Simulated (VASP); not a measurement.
Here is a VASP 6.6.1 calculation.

The input INCAR:

```
ALGO = Normal ; EDIFF = 1E-6
ENCUT = 520 ; ISIF = 2
ISMEAR = -1 ; LASPH = True
LCHARG = False ; LREAL = False
LWAVE = False ; NBANDS = 26
NELM = 80 ; PREC = Accurate
SIGMA = 0.02
```

File KPOINTS:

```
k-points
0
Gamma
  8 8 4
```

File POSCAR:

```
CdS
1.0
    4.1892106958      0.0000000000      0.0000000000
   -2.0946053479      3.6279628844      0.0000000000
    0.0000000000      0.0000000000      6.8378128164
Cd S
2 2
Direct
    0.3333333333      0.6666666667      0.0000000000
    0.6666666667      0.3333333333      0.5000000000
    0.3333333333      0.6666666667      0.3850000000
    0.6666666667      0.3333333333      0.8850000000
```

Potentials or basis: VASP PAW LDA potentials, release 64 (Cd, S).

Command:

```bash
$ cat potpaw_LDA.64/Cd/POTCAR potpaw_LDA.64/S/POTCAR > POTCAR
$ mpirun -np 1 vasp_std > vasp.out
```

Task: What does it give for the largest force?

Result: 0.209 eV/Å.

Task: Estimate the pressure.

Result: -4.3 GPa.

Task: Estimate the band gap on the k mesh.

Result: 0.88 eV, direct.

Forces in eV/Å, atoms in the order of the input:
```
Cd   0.000  0.000  0.209
Cd   0.000  0.000  0.209
S    0.000  0.000 -0.209
S    0.000  0.000 -0.209
```
